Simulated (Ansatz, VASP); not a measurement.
**InP in VASP and in Ansatz**

```
In P
1.0
     0.00000    2.93050    2.93050
     2.93050    0.00000    2.93050
     2.93050    2.93050    0.00000
In P
1 1
Direct
  0.00000 0.00000 0.00000
  0.75000 0.75000 0.75000
```

Alike in both runs: task single point; functional PBE; k mesh 8 × 8 × 8; occupations gaussian, width 0.022 eV; no spin polarisation.

```csv
,VASP,Ansatz
version,VASP 6.6.1,Ansatz 0.2.0
potentials or method,"VASP PAW PBE potentials, release 64 (In_d, P), cutoff 520 eV","all-electron LAPW, scalar-relativistic"
```

```tsv
	VASP	Ansatz	Ansatz less VASP
gap on the k mesh at the Fermi level (eV)	0.71	0.71	+0.002
least direct gap on the mesh (eV)	0.71	0.71	+0.002
pressure (GPa)	3.3	3.3	+0.05
```

Ansatz ran all-electron here, and VASP with PAW potentials.
